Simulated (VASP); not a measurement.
## Ru: single point with PBEsol

Crystal: Ru.

```
Ru
1.0
     2.70580    0.00000    0.00000
    -1.35290    2.34329    0.00000
     0.00000    0.00000    4.28190
Ru
2
Direct
  0.29638 0.66667 0.25000
  0.66667 0.33333 0.75000
```

```
Program                : VASP 6.6.1
Task                   : single point
Functional             : PBEsol
Potentials or basis    : VASP PAW PBE potentials, release 64 (Ru_pv)
Cutoff                 : 520 eV
k mesh                 : 14 × 14 × 8
Occupations            : gaussian, width 0.1 eV
Spin                   : no spin polarisation
Dipole correction      : no
Further INCAR settings : ALGO = Normal; EDIFF = 1e-06; NBANDS = 21
```

```yaml
Pressure: -5.8 GPa
Largest_force: 0.665 eV/Å
Band_gap_on_the_k_mesh: zero (bands 14 and 15 overlap by 3.07 eV)
```

Forces in eV/Å, atoms in the order of the input:
```
Ru   0.665  0.000  0.000
Ru  -0.665  0.000  0.000
```

Stress tensor (GPa, compression positive):
```
-5.35  1.68  0.00
 1.68 -5.46  0.00
 0.00  0.00 -6.71
```

Levels at points of the mesh, in eV from the Fermi level:
| k point | band 11 | band 12 | band 13 | band 14 | band 15 | band 16 | band 17 | band 18 |
| --- | --- | --- | --- | --- | --- | --- | --- | --- |
| (0.00, 0.00, 0.00) | -2.52 | -1.97 | -1.76 | -1.68 | -1.06 | 0.84 | 1.24 | 1.52 |
| (0.50, 0.00, 0.00) | -2.45 | -2.05 | -1.57 | 1.37 | 1.85 | 1.93 | 4.33 | 5.83 |
| (0.00, 0.50, 0.00) | -2.09 | -1.83 | -1.59 | 1.45 | 1.84 | 1.85 | 4.06 | 6.09 |
| (0.50, 0.50, 0.00) | -1.71 | -1.60 | -1.51 | 1.53 | 1.78 | 1.98 | 3.79 | 6.35 |
| (0.00, 0.00, 0.50) | -2.76 | -2.76 | -2.67 | -2.67 | 0.43 | 0.43 | 0.65 | 0.65 |
| (0.50, 0.00, 0.50) | -1.01 | -1.01 | 0.75 | 0.75 | 1.68 | 1.68 | 3.07 | 3.07 |
| (0.00, 0.50, 0.50) | -1.02 | -1.02 | 0.46 | 0.46 | 1.70 | 1.70 | 3.38 | 3.38 |
| (0.50, 0.50, 0.50) | -1.09 | -1.09 | 0.14 | 0.14 | 1.71 | 1.71 | 3.69 | 3.69 |

Run time: 76 s on 1 thread of Intel(R) Xeon(R) 6975P-C (Granite Rapids), on a shared host, peak memory 0.31 GiB.

Caveat: the cell stands under tension; the PAW data sets were made with another functional, which shifts forces and pressure a little.
